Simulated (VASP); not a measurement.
Wanted: the native input for a VASP 6.6.1 run.

| Quantity | Value |
| --- | --- |
| Task | relaxation of cell and atoms |
| Functional | PBE |
| Potentials or basis | VASP PAW PBE potentials, release 64 (As_d, S) |
| Cutoff | 510 eV |
| k mesh | 6 × 6 × 4 |
| Occupations | gaussian, width 0.1 eV |
| Spin | no spin polarisation |
| Dipole correction | no |
| Further INCAR settings | ALGO = Normal; EDIFF = 1e-07; IBRION = 2; EDIFFG = -0.04; NSW = 90; ISIF = 3 |

The structure of AsS5 lies in POSCAR:

```
AsS5
1.0
    5.2876301865      0.0000000000      0.0000000000
   -2.6438150932      4.5792220673      0.0000000000
    0.0000000000      0.0000000000      4.4769374266
As S
1 5
Direct
    0.0000000000      0.0000000000      0.0000000000
    0.0000000000      0.7313185078      0.5000000000
    0.7313185078      0.0000000000      0.5000000000
    0.2686814922      0.2686814922      0.5000000000
    0.6666666667      0.3333333333      0.0000000000
    0.3333333333      0.6666666667      0.0000000000
```

The cell was generated, and may not be a known phase.

These files were run (other wordings do the same):

INCAR

```
SYSTEM = AsS5
ALGO     = Normal         ! electronic algorithm
EDIFF    = 1E-7           ! SCF threshold, eV
EDIFFG   = -0.04          ! ionic threshold
ENCUT    = 510            ! plane-wave cutoff, eV
GGA      = PE             ! functional
GGA_COMPAT= .False.      
IBRION   = 2              ! ionic algorithm
ISIF     = 3              ! what is computed and relaxed
ISMEAR   = 0              ! smearing method
LASPH    = .True.         ! aspherical terms in the spheres
LCHARG   = .False.        ! write CHGCAR
LREAL    = .False.        ! projectors in reciprocal space
LWAVE    = .False.        ! write WAVECAR
NELM     = 120            ! most SCF steps
NELMIN   = 4            
NSW      = 90             ! ionic steps
PREC     = Accurate       ! precision mode
SIGMA    = 0.1            ! smearing width, eV
```

KPOINTS

```
k-points
0
Gamma
  6 6 4
  0 0 0
```

Potentials or basis: VASP PAW PBE potentials, release 64 (As_d, S).

Launch:

```bash
$ cat potpaw_PBE.64/As_d/POTCAR potpaw_PBE.64/S/POTCAR > POTCAR
$ mpirun -np 1 vasp_std > vasp.out
```

It gave:

```json
{
 "Relaxed volume": "21.03 Å³/atom",
 "Relaxed cell": "a = 4.676 Å, b = 4.676 Å, c = 6.662 Å, α = 90.00°, β = 90.00°, γ = 120.00°",
 "Space group after relaxing (to 0.1 Å)": "P-62m (No. 189)",
 "Energy gained by relaxing": "229.2 meV/atom",
 "Ionic steps": "31",
 "Pressure after relaxing": "-0.1 GPa",
 "Largest force after relaxing": "0.010 eV/Å",
 "Band gap on the k mesh": "zero (an odd number of electrons rules out a gap without spin polarisation)"
}
```

Caveat: the volume moved by over 15 % at a fixed basis, so the end points are rough; this functional lacks dispersion, which binds layers or chains, so the pressure and a relaxed spacing across them are unreliable; an odd number of electrons without spin polarisation forces a metal; a magnetic or distorted state may lie lower.

Run time: 15 min on 1 thread of Intel(R) Xeon(R) Platinum 8488C (Sapphire Rapids) (shared host), peak memory 0.25 GiB.
